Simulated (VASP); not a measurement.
# WSe2 in VASP: single point with r2SCAN

Aim: the single point of WSe2 with r2SCAN.

All numbers are computed with VASP 6.6.1; they aren't measurements. Logs are shortened: lines on timing, memory, paths and dates and some standing lists are left out, and cuts for length are marked.

**1. The cell of the first run**

The cell holds a slab with vacuum, 3 atoms: a = 3.318 Å, b = 3.318 Å, c = 16.658 Å, α = 90.00°, β = 90.00°, γ = 120.00°.

**2. Single point, r2SCAN (atom 2 (Se) moved +0.263 Å towards its neighbour atom 1 (W) at 2.536 Å)**

POSCAR

```
WSe2
1.0
    3.3179375931      0.0000000000      0.0000000000
   -1.6589687966      2.8734182438      0.0000000000
    0.0000000000      0.0000000000     16.6581424200
W Se
1 2
Direct
    0.0000000000      0.0000000000      0.0000000000
    0.2988338687      0.5976677375      0.0894587755
    0.3333333333      0.6666666667      0.9002134800
```

INCAR.step1

```
SYSTEM = WSe2
ALGO     = Normal         ! electronic algorithm
EDIFF    = 1E-4           ! SCF threshold, eV
ENCUT    = 520            ! plane-wave cutoff, eV
GGA      = PE             ! functional
ISMEAR   = 0              ! smearing method
LASPH    = .TRUE.         ! aspherical terms in the spheres
LCHARG   = .FALSE.        ! write CHGCAR
LREAL    = .FALSE.        ! projectors in reciprocal space
LWAVE    = .TRUE.         ! write WAVECAR
NBANDS   = 20             ! bands
NELM     = 80             ! most SCF steps
PREC     = Accurate       ! precision mode
SIGMA    = 0.05           ! smearing width, eV
```

INCAR.step2

```
SYSTEM = WSe2
ALGO     = Normal         ! electronic algorithm
EDIFF    = 1E-7           ! SCF threshold, eV
ENCUT    = 520            ! plane-wave cutoff, eV
ISIF     = 2              ! what is computed and relaxed
ISMEAR   = 0              ! smearing method
ISTART   = 1            
LASPH    = .TRUE.         ! aspherical terms in the spheres
LCHARG   = .TRUE.         ! write CHGCAR
LELF     = .TRUE.         ! ELF
LMIXTAU  = .TRUE.       
LREAL    = .FALSE.        ! projectors in reciprocal space
LVHAR    = .TRUE.       
LWAVE    = .FALSE.        ! write WAVECAR
METAGGA  = R2SCAN         ! meta-GGA
NBANDS   = 20             ! bands
NELM     = 80             ! most SCF steps
PREC     = Accurate       ! precision mode
SIGMA    = 0.05           ! smearing width, eV
```

KPOINTS

```
k-points
0
G
  12 12 2
  0 0 0
```

Potentials or basis: VASP PAW PBE potentials, release 64 (W_sv, Se).

Launch:

```console
> cat potpaw_PBE.64/W_sv/POTCAR potpaw_PBE.64/Se/POTCAR > POTCAR
> cp INCAR.step1 INCAR
> mpirun -np 1 vasp_std > vasp.out
> cp INCAR.step2 INCAR
> mpirun -np 1 vasp_std > vasp.out
```

OUTCAR:

```text
SYSTEM = WSe2
   EDIFF = 1E-7
   ENCUT = 520
   ISIF = 2
   ISMEAR = 0
   ISTART = 1
   LASPH = .TRUE.
   LREAL = .FALSE.
   METAGGA = R2SCAN
   NELM = 80
   PREC = Accurate

 ion  position               nearest neighbor table
   1  0.000  0.000  0.000-   2 2.27   2 2.51   2 2.51   3 2.54   3 2.54   3 2.54
   2  0.299  0.598  0.089-   1 2.27   1 2.51   1 2.51
   3  0.333  0.667  0.900-   1 2.54   1 2.54   1 2.54

  LATTYP: Found a hexagonal cell.
 ALAT       =     3.3179375931
 C/A-ratio  =     5.0206316281

  Lattice vectors:

 A1 = (   3.3179375931,   0.0000000000,   0.0000000000)
 A2 = (  -1.6589687966,   2.8734182438,   0.0000000000)
 A3 = (   0.0000000000,   0.0000000000,  16.6581424200)

Analysis of symmetry for initial positions (statically):
=====================================================================
 Subroutine PRICEL returns:
 Original cell was already a primitive cell.

 Routine SETGRP: Setting up the symmetry group for a
 hexagonal supercell.

 Subroutine GETGRP returns: Found  2 space group operations
 (whereof  2 operations were pure point group operations)
 out of a pool of 24 trial point group operations.

The static configuration has the point symmetry C_1h.

Analysis of symmetry for dynamics (positions and initial velocities):
=====================================================================
 Subroutine PRICEL returns:
 Original cell was already a primitive cell.

 Routine SETGRP: Setting up the symmetry group for a
 hexagonal supercell.

 Subroutine GETGRP returns: Found  2 space group operations
 (whereof  2 operations were pure point group operations)
 out of a pool of 24 trial point group operations.

The dynamic configuration has the point symmetry C_1h.

 Subroutine INISYM returns: Found  2 space group operations
 (whereof  2 operations are pure point group operations),
 and found     1 'primitive' translations

----------------------------------------------------------------------------------------

                                     Primitive cell

  volume of cell :     158.8158

  direct lattice vectors                    reciprocal lattice vectors
     3.317937593  0.000000000  0.000000000     0.301392046  0.174008779  0.000000000
    -1.658968797  2.873418244  0.000000000     0.000000000  0.348017558  0.000000000
     0.000000000  0.000000000 16.658142420     0.000000000  0.000000000  0.060030703

  length of vectors
[... 77 lines left out ...]
   ICHARG =      0    charge: 1-file 2-atom 10-const
   ISPIN  =      1    spin polarized calculation?
   LNONCOLLINEAR =      F non collinear calculations
   LSORBIT =      F    spin-orbit coupling
   LASPH  =      T    aspherical Exc in radial PAW
   ENCUT  =  520.0 eV  38.22 Ry    6.18 a.u.   6.17  6.17 30.97*2*pi/ulx,y,z
   NELM   =     80;   NELMIN=  2; NELMDL=  0     # of ELM steps
   EDIFF  = 0.1E-06   stopping-criterion for ELM
   LREAL  =      F    real-space projection
   EDIFFG = 0.1E-05   stopping-criterion for IOM
   NSW    =      0    number of steps for IOM
   IBRION =     -1    ionic relax: 0-MD 1-quasi-New 2-CG
   NFREE  =      0    steps in history (QN), initial steepest desc. (CG)
   ISIF   =      2    stress and relaxation
   ISYM   =      2    0-nonsym 1-usesym 2-fastsym
   POTIM  = 0.5000    time-step for ionic-motion
   TEBEG  =    0.0;   TEEND  =   0.0 temperature during run
   PSTRESS=    0.0 pullay stress
   NELECT =      26.0000    total number of electrons
   NUPDOWN=      -1.0000    fix difference up-down
   EMIN   =  10.00;   EMAX   =-10.00  energy-range for DOS
   EFERMI =   0.00;   METHOD = LEGACY
   ISMEAR =     0;   SIGMA  =   0.05  broadening in eV -4-tet -1-fermi 0-gaus
   EFERMI_NEDOS =   21; number of points for ismear=-14 and -15
   IALGO  =     38    algorithm
   IMIX   =      4    mixing-type and parameters
     AMIX     =   0.40;   BMIX     =  1.00
     AMIX_MAG =   1.60;   BMIX_MAG =  1.00
  volume/ion in A,a.u.               =      52.94       357.25
  Fermi-wavevector in a.u.,A,eV,Ry     =   0.895574  1.692389 10.912587  0.802053
  Thomas-Fermi vector in A             =   2.017923
   LORBIT       =      0    0 simple, 1 ext, 2 COOP (PROOUT), +10 PAW based schemes
   METAGGA = R2SCAN    functional components
   LHFCALC =     F    Hartree Fock is set to
   AEXX    =    0.0000 exact exchange contribution
   IVDW    =     0    specifies the selected vdW correction
   LEPSILON=     F    determine dielectric tensor
   LRPA    =     F    only Hartree local field effects (RPA)
 non-spin polarized calculation
 Gauss-broadening in eV      SIGMA  =   0.05
  energy-cutoff  :      520.00
  volume of cell :      158.82
 maximum number of plane-waves:      4302
 NGX is ok and might be reduce to    28
   NGX = 13   NGY = 13   NGZ = 61

 number of electron      26.0000000 magnetization

 Free energy of the ion-electron system (eV)
  ---------------------------------------------------
  ext. energy  EPLUGINS =         0.00000000
  ---------------------------------------------------
  free energy    TOTEN  =       -81.17947644 eV

  energy without entropy =      -81.17947644  energy(sigma->0) =      -81.17947644

 E-fermi :  -0.7562     XC(G=0):  -4.7534

 val. band max:       -0.9890181744   @ k =   0.0000   0.0000   0.5000
 cond. band min:       0.1777749625   @ k =   0.3333   0.3333   0.5000
 fundamental gap:      1.1667931369
 Fermi energy:        -0.7561745389

 k-point     1 :       0.0000    0.0000    0.0000
  band No.  band energies     occupation
      1     -77.0643      2.00000
      2     -40.7143      2.00000
      3     -40.6306      2.00000
      4     -40.5870      2.00000
      5     -16.8850      2.00000
      6     -15.1615      2.00000
[... 541 lines left out ...]
     19       6.4251      0.00000
     20       6.7627      0.00000

 [... further k-points ...]
[... 5 lines left out ...]
  --------------------------------------------------------------------------------------
  -------------------------------------------------------------------------------------
  Total        1.1876315      4.5072240      6.7658035     -0.0000000      4.6247342     -0.0000000
  in kB       11.9811547     45.4701191     68.2552925     -0.0000000     46.6555946     -0.0000000
  external PRESSURE =      41.9021888 kB  Pullay stress =       0.0000000 kB

 VOLUME and BASIS-vectors are now :
 -----------------------------------------------------------------------------
  energy-cutoff  :      520.00
  volume of cell :      158.82
      direct lattice vectors                 reciprocal lattice vectors
     3.317937593  0.000000000  0.000000000     0.301392046  0.174008779  0.000000000
    -1.658968797  2.873418244  0.000000000     0.000000000  0.348017558  0.000000000
     0.000000000  0.000000000 16.658142420     0.000000000  0.000000000  0.060030703

 POSITION                                       TOTAL-FORCE (eV/Angst)
 -----------------------------------------------------------------------------------
      0.00000      0.00000      0.00000         0.000000     -3.124238     -3.732409
     -0.00000      1.71735      1.49022        -0.000000      3.114336      4.118223
     -0.00000      1.91561     14.99588        -0.000000      0.009901     -0.385814
 -----------------------------------------------------------------------------------
    total drift:                                0.000001     -0.000062      0.001224

  FREE ENERGIE OF THE ION-ELECTRON SYSTEM (eV)
  ---------------------------------------------------
  free  energy   TOTEN  =       -81.1794764369 eV

  energy  without entropy=      -81.1794764369  energy(sigma->0) =      -81.17947644
```

OSZICAR.step1:

```text
N       E                     dE             d eps       ncg     rms          rms(c)
DAV:   1     0.171481410691E+03    0.17148E+03   -0.11986E+04  4120   0.110E+03
DAV:   2    -0.926910277654E+01   -0.18075E+03   -0.17567E+03  4528   0.257E+02
DAV:   3    -0.216901357314E+02   -0.12421E+02   -0.12335E+02  4528   0.635E+01
DAV:   4    -0.218977738100E+02   -0.20764E+00   -0.20728E+00  4376   0.913E+00
DAV:   5    -0.219014455258E+02   -0.36717E-02   -0.36715E-02  4240   0.131E+00    0.236E+01
DAV:   6    -0.211616958532E+02    0.73975E+00   -0.43066E+00  3684   0.134E+01    0.865E+00
DAV:   7    -0.210577898512E+02    0.10391E+00   -0.13998E+00  3820   0.607E+00    0.434E+00
DAV:   8    -0.209968844711E+02    0.60905E-01   -0.30084E-01  4032   0.341E+00    0.708E-01
DAV:   9    -0.209962070890E+02    0.67738E-03   -0.17687E-02  4648   0.802E-01    0.449E-01
DAV:  10    -0.209954810525E+02    0.72604E-03   -0.21828E-03  4076   0.325E-01    0.118E-01
DAV:  11    -0.209952314317E+02    0.24962E-03   -0.30204E-04  4188   0.988E-02    0.965E-02
DAV:  12    -0.209951305228E+02    0.10091E-03   -0.11831E-04  3188   0.623E-02    0.226E-02
DAV:  13    -0.209950533872E+02    0.77136E-04   -0.11283E-04  3384   0.453E-02
   1 F= -.20995053E+02 E0= -.20995053E+02  d E =-.238664E-36
```

Run time: 13 min. Hardware: 1 thread of Intel Xeon Platinum 8559C (Emerald Rapids), shared host; peak memory 0.53 GiB.

Results:

| Item | Value |
| --- | --- |
| Free energy | -81.1795 eV |
| Largest force | 5.163 eV/Å |
| Band gap on the k mesh | 1.17 eV (least direct gap 1.41 eV) |

Forces in eV/Å, atoms in the order of the input:
```
W    0.000 -3.124 -3.732
Se   0.000  3.114  4.118
Se   0.000  0.010 -0.386
```

Caveat: the cell differs from its parent crystal (atom 2 (Se) moved +0.263 Å towards its neighbour atom 1 (W) at 2.536 Å); the PAW data sets were made with another functional, which shifts forces and pressure a little; spin-orbit coupling is left out, which moves the levels of the heavy elements.
